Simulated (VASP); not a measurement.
# DyAgH2 (Fddd) in VASP: relaxation of cell and atoms with PBE

Aim: the relaxation of cell and atoms of DyAgH2 with PBE.

Program: VASP 6.6.1. These are calculated values, not measurements. Logs are shortened: lines on timing, memory, paths and dates and some standing lists are left out, and cuts for length are marked.

### 1 The cell of the first run

Symmetry: Fddd, No. 70, orthorhombic system. The conventional cell has a = 5.759 Å, b = 9.538 Å, c = 10.312 Å, α = 90.00°, β = 90.00°, γ = 90.00°. Dy (site symmetry 222) has 6 Ag at 2.88 to 3.80 Å and 10 H at 3.07 to 3.27 Å and 4 Dy at 3.80 Å within 3.8 Å. Within 2.1 Å of Ag (site symmetry 222) lie 2 H at 1.54 Å. H (site symmetry 2) has 1 Ag at 1.54 Å within 2.1 Å.

The cell was generated, and may not be a known phase.

### 2 Relaxation of cell and atoms, PBE

File INCAR:

```
SYSTEM = DyAgH2
  ALGO = Normal
  EDIFF = 1E-7
  EDIFFG = -0.08
  ENCUT = 500
  GGA = PE
  GGA_COMPAT = .FALSE.
  IBRION = 2
  ISIF = 3
  ISMEAR = 0
  LASPH = .TRUE.
  LCHARG = .FALSE.
  LMAXMIX = 6
  LREAL = .FALSE.
  LWAVE = .FALSE.
  NELM = 200
  NELMIN = 4
  NSW = 36
  PREC = Accurate
  SIGMA = 0.2
```

File KPOINTS:

```
k-points
0
G
  4 4 4
  0 0 0
```

File POSCAR:

```
DyAgH2
1.0
    0.0000000000      4.7692457500      5.1558117900
    2.8796406600      0.0000000000      5.1558117900
    2.8796406600      4.7692457500      0.0000000000
Dy Ag H
2 2 4
Direct
    0.2500000000      0.2500000000      0.2500000000
    0.0000000000      0.0000000000      0.0000000000
    0.7500000000      0.7500000000      0.7500000000
    0.5000000000      0.5000000000      0.5000000000
    0.5881018500      0.9118981500      0.5881018500
    0.9118981500      0.5881018500      0.9118981500
    0.6618981500      0.3381018500      0.6618981500
    0.3381018500      0.6618981500      0.3381018500
```

Potentials or basis: VASP PAW PBE potentials, release 64 (Dy_3, Ag, H), 4f in core.

On the command line:

```sh
$ cat potpaw_PBE.64/Dy_3/POTCAR potpaw_PBE.64/Ag/POTCAR potpaw_PBE.64/H/POTCAR > POTCAR
$ mpirun -np 1 vasp_std > vasp.out
```

OUTCAR:

```text
SYSTEM = DyAgH2
   EDIFF = 1E-7
   EDIFFG = -0.08
   ENCUT = 500
   GGA = PE
   IBRION = 2
   ISIF = 3
   ISMEAR = 0
   LASPH = .TRUE.
   LREAL = .FALSE.
   NELM = 200
   NELMIN = 4
   NSW = 36
   PREC = Accurate

 ion  position               nearest neighbor table
   1  0.250  0.250  0.250-   3 2.88   3 2.88   2 3.80   2 3.80   2 3.80   2 3.80
   2  0.000  0.000  0.000-   4 2.88   4 2.88   1 3.80   1 3.80   1 3.80   1 3.80
   3  0.750  0.750  0.750-   5 1.54   6 1.54   1 2.88   1 2.88
   4  0.500  0.500  0.500-   7 1.54   8 1.54   2 2.88   2 2.88
   5  0.588  0.912  0.588-   3 1.54
   6  0.912  0.588  0.912-   3 1.54
   7  0.662  0.338  0.662-   4 1.54
   8  0.338  0.662  0.338-   4 1.54

  LATTYP: Found a face centered orthorhombic cell.
 ALAT       =     5.7592813200
 B/A-ratio  =     1.6561947524
 C/A-ratio  =     1.7904358213

  Lattice vectors:

 A1 = (   0.0000000000,   4.7692457500,   5.1558117900)
 A2 = (   2.8796406600,   0.0000000000,   5.1558117900)
 A3 = (   2.8796406600,   4.7692457500,   0.0000000000)

Analysis of symmetry for initial positions (statically):
=====================================================================
 Subroutine PRICEL returns:
 Original cell was already a primitive cell.

 Routine SETGRP: Setting up the symmetry group for a
 face centered orthorhombic supercell.

 Subroutine GETGRP returns: Found  8 space group operations
 (whereof  4 operations were pure point group operations)
 out of a pool of  8 trial point group operations.

The static configuration has the point symmetry D_2 .
 The point group associated with its full space group is D_2h.

Analysis of symmetry for dynamics (positions and initial velocities):
=====================================================================
 Subroutine PRICEL returns:
 Original cell was already a primitive cell.

 Routine SETGRP: Setting up the symmetry group for a
 face centered orthorhombic supercell.

 Subroutine GETGRP returns: Found  8 space group operations
 (whereof  4 operations were pure point group operations)
 out of a pool of  8 trial point group operations.

The dynamic configuration has the point symmetry D_2 .
 The point group associated with its full space group is D_2h.

 Subroutine INISYM returns: Found  8 space group operations
 (whereof  4 operations are pure point group operations),
 and found     1 'primitive' translations

----------------------------------------------------------------------------------------

                                     Primitive cell

  volume of cell :     141.6169

  direct lattice vectors                    reciprocal lattice vectors
     0.000000000  4.769245750  5.155811790    -0.173632775  0.104838380  0.096977939
     2.879640660  0.000000000  5.155811790     0.173632775 -0.104838380  0.096977939
     2.879640660  4.769245750  0.000000000     0.173632775  0.104838380 -0.096977939

  length of vectors
     7.023396631  5.905482668  5.571178991     0.224820256  0.224820256  0.224820256

  position of ions in fractional coordinates (direct lattice)
     0.250000000  0.250000000  0.250000000
     0.000000000  0.000000000  0.000000000
     0.750000000  0.750000000  0.750000000
     0.500000000  0.500000000  0.500000000
     0.588101850  0.911898150  0.588101850
     0.911898150  0.588101850  0.911898150
     0.661898150  0.338101850  0.661898150
     0.338101850  0.661898150  0.338101850

  ion indices of the primitive-cell ions
   primitive index   ion index
                 1           1
                 2           2
                 3           3
                 4           4
                 5           5
                 6           6
                 7           7
                 8           8

----------------------------------------------------------------------------------------

 KPOINTS: k-points

Automatic generation of k-mesh.
 Grid dimensions read from file:
 generate k-points for:    4    4    4

 Generating k-lattice:

  Cartesian coordinates                     Fractional coordinates (reciprocal lattice)
    -0.043408194  0.026209595  0.024244485     0.250000000  0.000000000  0.000000000
     0.043408194 -0.026209595  0.024244485     0.000000000  0.250000000  0.000000000
     0.043408194  0.026209595 -0.024244485     0.000000000  0.000000000  0.250000000

  Length of vectors
     0.056205064  0.056205064  0.056205064

  Shift w.r.t. Gamma in fractional coordinates (k-lattice)
     0.000000000  0.000000000  0.000000000

 Subroutine IBZKPT returns following result:
 ===========================================

 Found     18 irreducible k-points:

 Following reciprocal coordinates:
            Coordinates               Weight
  0.000000  0.000000  0.000000      1.000000
  0.250000  0.000000  0.000000      8.000000
  0.500000  0.000000  0.000000      4.000000
  0.250000  0.250000  0.000000      2.000000
  0.500000  0.250000  0.000000      8.000000
 -0.250000  0.250000  0.000000      4.000000
[... 10 lines left out ...]
 -0.250000  0.250000  0.500000      2.000000
  0.000000  0.500000  0.500000      1.000000
   k-points           NKPTS =     18   k-points in BZ     NKDIM =     18   number of bands    NBANDS=     27
   number of dos      NEDOS =    301   number of ions     NIONS =      8
   total plane-waves  NPLWV = 108864
   dimension x,y,z NGX =    54 NGY =   48 NGZ =   42
   dimension x,y,z NGXF=   108 NGYF=   96 NGZF=   84
   ions per type =               2   2   4
   NGX,Y,Z   is equivalent  to a cutoff of  12.78, 13.51, 12.53 a.u.
   NGXF,Y,Z  is equivalent  to a cutoff of  25.56, 27.03, 25.07 a.u.
 SYSTEM =  DyAgH2
   PREC   = accura    normal or accurate (medium, high low for compatibility)
   ISTART =      0    job   : 0-new  1-cont  2-samecut
   ICHARG =      2    charge: 1-file 2-atom 10-const
   ISPIN  =      1    spin polarized calculation?
   LNONCOLLINEAR =      F non collinear calculations
   LSORBIT =      F    spin-orbit coupling
   LASPH  =      T    aspherical Exc in radial PAW
   ENCUT  =  500.0 eV  36.75 Ry    6.06 a.u.  12.81 10.77 10.16*2*pi/ulx,y,z
   NELM   =    200;   NELMIN=  4; NELMDL= -5     # of ELM steps
   EDIFF  = 0.1E-06   stopping-criterion for ELM
   LREAL  =      F    real-space projection
   EDIFFG = -.8E-01   stopping-criterion for IOM
   NSW    =     36    number of steps for IOM
   IBRION =      2    ionic relax: 0-MD 1-quasi-New 2-CG
   NFREE  =      1    steps in history (QN), initial steepest desc. (CG)
   ISIF   =      3    stress and relaxation
   ISYM   =      2    0-nonsym 1-usesym 2-fastsym
   POTIM  = 0.5000    time-step for ionic-motion
   TEBEG  =    0.0;   TEEND  =   0.0 temperature during run
   PSTRESS=    0.0 pullay stress
   NELECT =      44.0000    total number of electrons
   NUPDOWN=      -1.0000    fix difference up-down
   EMIN   =  10.00;   EMAX   =-10.00  energy-range for DOS
   EFERMI =   0.00;   METHOD = LEGACY
   ISMEAR =     0;   SIGMA  =   0.20  broadening in eV -4-tet -1-fermi 0-gaus
   EFERMI_NEDOS =   21; number of points for ismear=-14 and -15
   IALGO  =     38    algorithm
   IMIX   =      4    mixing-type and parameters
     AMIX     =   0.40;   BMIX     =  1.00
     AMIX_MAG =   1.60;   BMIX_MAG =  1.00
  volume/ion in A,a.u.               =      17.70       119.46
  Fermi-wavevector in a.u.,A,eV,Ry     =   1.108802  2.095332 16.727575  1.229442
  Thomas-Fermi vector in A             =   2.245334
   LORBIT       =      0    0 simple, 1 ext, 2 COOP (PROOUT), +10 PAW based schemes
   GGA     = PE    functional components
   LHFCALC =     F    Hartree Fock is set to
   AEXX    =    0.0000 exact exchange contribution
   IVDW    =     0    specifies the selected vdW correction
   LEPSILON=     F    determine dielectric tensor
   LRPA    =     F    only Hartree local field effects (RPA)
 conjugate gradient relaxation of ions
 non-spin polarized calculation
 Gauss-broadening in eV      SIGMA  =   0.20
  energy-cutoff  :      500.00
  volume of cell :      141.62
 maximum number of plane-waves:      3618
 NGX is ok and might be reduce to    54
   NGX = 25   NGY = 21   NGZ = 21

--------------------------------------- Ionic step        1  -------------------------------------------

 number of electron      44.0000008 magnetization

 Free energy of the ion-electron system (eV)
  ---------------------------------------------------
  ext. energy  EPLUGINS =         0.00000000
  ---------------------------------------------------
  free energy    TOTEN  =       -24.20150411 eV

  energy without entropy =      -24.11452261  energy(sigma->0) =      -24.15801336

------------------------ aborting loop because EDIFF is reached ----------------------------------------

  FORCE on cell =-STRESS in cart. coord.  units (eV):
  Direction    XX          YY          ZZ          XY          YZ          ZX
  --------------------------------------------------------------------------------------
  -------------------------------------------------------------------------------------
  Total        2.0231574      8.5298019     -4.6616545      0.0000000      0.0000000      0.0000000
  in kB       22.8889147     96.5015916    -52.7394526      0.0000000      0.0000000      0.0000000
  external PRESSURE =      22.2170179 kB  Pullay stress =       0.0000000 kB
[... 107 lines left out ...]
  FREE ENERGIE OF THE ION-ELECTRON SYSTEM (eV)
  ---------------------------------------------------
  free  energy   TOTEN  =       -24.8651969298 eV

  energy  without entropy=      -24.7807294195  energy(sigma->0) =      -24.82296317

 E-fermi :   3.4932     XC(G=0):  -9.5556

 val. band max:        3.4823816609   @ k =   0.5000   0.0000   0.0000
 cond. band min:       3.5982389183   @ k =   0.2500   0.0000   0.0000
 fundamental gap:      0.1158572575
 Fermi energy:         3.4931727173

 k-point     1 :       0.0000    0.0000    0.0000
  band No.  band energies     occupation
      1     -21.0177      2.00000
      2     -20.9974      2.00000
      3     -20.9738      2.00000
      4     -20.9445      2.00000
      5     -20.8645      2.00000
      6     -20.8514      2.00000
[... 529 lines left out ...]
     26       4.9493      0.00000
     27       5.3786      0.00000

[... ionic steps 4 to 21 ...]

--------------------------------------- Ionic step       22  -------------------------------------------

 number of electron      44.0000003 magnetization

------------------------ aborting loop because EDIFF is reached ----------------------------------------

  FORCE on cell =-STRESS in cart. coord.  units (eV):
  Direction    XX          YY          ZZ          XY          YZ          ZX
  --------------------------------------------------------------------------------------
  -------------------------------------------------------------------------------------
  Total       -0.3790803      0.3435317      0.1495162      0.0000000      0.0000000      0.0000000
  in kB       -5.7902339      5.2472495      2.2837744      0.0000000      0.0000000      0.0000000
  external PRESSURE =       0.5802634 kB  Pullay stress =       0.0000000 kB
[... 69 lines left out ...]
  energy  without entropy=      -30.7405270678  energy(sigma->0) =      -30.75410497

--------------------------------------- Ionic step       24  -------------------------------------------

 number of electron      44.0000003 magnetization

 Free energy of the ion-electron system (eV)
  ---------------------------------------------------
  ext. energy  EPLUGINS =         0.00000000
  ---------------------------------------------------
  free energy    TOTEN  =       -30.77070276 eV

  energy without entropy =      -30.74352634  energy(sigma->0) =      -30.75711455

 E-fermi :   5.1641     XC(G=0): -10.8298

 val. band max:        5.0605820963   @ k =   0.0000   0.0000   0.0000
 cond. band min:       5.1933288777   @ k =   0.5000   0.0000   0.0000
 fundamental gap:      0.1327467813
 Fermi energy:         5.1641271837

 k-point     1 :       0.0000    0.0000    0.0000
  band No.  band energies     occupation
      1     -18.6171      2.00000
      2     -18.3524      2.00000
      3     -18.3523      2.00000
      4     -18.2721      2.00000
      5     -18.2715      2.00000
      6     -18.1223      2.00000
[... 564 lines left out ...]
  FREE ENERGIE OF THE ION-ELECTRON SYSTEM (eV)
  ---------------------------------------------------
  free  energy   TOTEN  =       -30.7707027558 eV

  energy  without entropy=      -30.7435263366  energy(sigma->0) =      -30.75711455

 reached required accuracy - stopping structural energy minimisation
```

Wall time 20 min (1 thread of Intel Xeon 6975P-C (Granite Rapids), shared host); peak memory 0.41 GiB.

Results:

```yaml
Free_energy: -30.7707 eV
Relaxed_volume: 13.10 Å³/atom
Relaxed_cell: a = 6.367 Å, b = 4.332 Å, c = 6.369 Å, α = 70.09°, β = 39.76°, γ = 70.14°
Space_group_after_relaxing_to_0.1_Å: I4_1/amd (No. 141)
Energy_gained_by_relaxing: 821.1 meV/atom
Ionic_steps: 24
Pressure_after_relaxing: 0.1 GPa
Largest_force_after_relaxing: 0.038 eV/Å
Band_gap_on_the_k_mesh: zero (bands 22 and 23 overlap by 1.82 eV)
```

Forces in eV/Å, atoms in the order of the input:
```
Dy   0.000  0.000  0.000
Dy   0.000  0.000  0.000
Ag   0.000  0.000  0.000
Ag   0.000  0.000  0.000
H    0.000  0.038  0.000
H    0.000 -0.038  0.000
H    0.000 -0.038  0.000
H    0.000  0.038  0.000
```

Stress tensor (GPa, compression positive):
```
0.01 0.00 0.00
0.00 0.05 0.00
0.00 0.00 0.36
```

Step by step:
| step | energy change (eV) | largest force (eV/Å) | pressure (GPa) | volume (Å³) |
| --- | --- | --- | --- | --- |
| 1 | 0.0000 | 2.3343 | 2.22 | 141.62 |
| 2 | -0.6619 | 0.1240 | -4.52 | 146.48 |
| 3 | -0.6637 | 0.2125 | -4.15 | 146.12 |
| 4 | -1.0655 | 0.3457 | -3.60 | 137.66 |
| 5 | -2.0358 | 0.9038 | 0.93 | 113.24 |
| 6 | 1.6358 | 1.9708 | 69.80 | 69.19 |
| 7 | -2.0665 | 1.1943 | 3.76 | 107.57 |
| 8 | -2.1459 | 1.5838 | 12.13 | 94.67 |
| 9 | -2.2571 | 1.5645 | 12.66 | 93.48 |
| 10 | -2.5287 | 1.4842 | 15.11 | 89.83 |
| 11 | -2.4468 | 1.3165 | 25.74 | 82.21 |
| 12 | -2.6241 | 1.3798 | 19.25 | 86.12 |
| 13 | -3.0080 | 1.2413 | 15.28 | 88.15 |
| 14 | -3.7907 | 1.0389 | 6.06 | 94.36 |
| 15 | -4.3103 | 0.9457 | -4.15 | 107.23 |
| 16 | -4.5220 | 0.9633 | -3.81 | 106.65 |
| 17 | -5.1732 | 0.9184 | -2.46 | 104.85 |
| 18 | -6.2020 | 0.4696 | 1.66 | 100.96 |
| 19 | -4.9195 | 1.8988 | 18.25 | 92.13 |
| 20 | -6.4099 | 0.0083 | 4.62 | 98.99 |
| 21 | -6.5603 | 0.1028 | -0.72 | 106.12 |
| 22 | -6.5662 | 0.0862 | 0.06 | 104.89 |
| 23 | -6.5662 | 0.0877 | 0.00 | 105.01 |
| 24 | -6.5692 | 0.0380 | 0.14 | 104.76 |

Final structure:
```yaml
crystal:
  lattice:
    - [0.00000, 5.58348, 3.06074]
    - [3.06514, 0.00000, 3.06074]
    - [3.06514, 5.58348, 0.00000]
  atoms:
    - { symbol: Dy, position: [0.25000, 0.25000, 0.25000] }
    - { symbol: Dy, position: [0.00000, 0.00000, 0.00000] }
    - { symbol: Ag, position: [0.75000, 0.75000, 0.75000] }
    - { symbol: Ag, position: [0.50000, 0.50000, 0.50000] }
    - { symbol: H, position: [0.44853, 0.05147, 0.44853] }
    - { symbol: H, position: [0.05147, 0.44853, 0.05147] }
    - { symbol: H, position: [0.80147, 0.19853, 0.80147] }
    - { symbol: H, position: [0.19853, 0.80147, 0.19853] }
```

Levels at points of the mesh, in eV from the Fermi level:
```tsv
k point	band 20	band 21	band 22	band 23	band 24	band 25
(0.00, 0.00, 0.00)	-1.97	-0.10	0.63	0.94	0.94	2.08
(0.50, 0.00, 0.00)	-3.27	-2.23	0.03	0.53	1.49	1.88
(0.50, 0.50, 0.00)	-3.75	-2.50	-2.50	0.63	0.63	2.51
(0.50, 0.00, 0.50)	-2.68	0.96	0.96	1.61	1.61	2.41
(0.00, 0.50, 0.50)	-3.74	-2.50	-2.50	0.62	0.62	2.51
```

Caveat: the volume moved by over 15 % at a fixed basis, so the end points are rough; spin-orbit coupling is left out, which moves the levels of the heavy elements; the 4f electrons are frozen in the core, so they carry no moment and show no levels; the relaxation stopped at a loose force limit of 0.08 eV/Å, so its end isn't a converged minimum. Spin polarisation is off, so any magnetic state and its effect on volume and gap are missing.

The gap in the log of VASP goes by the Fermi energy; the results here count the filled bands.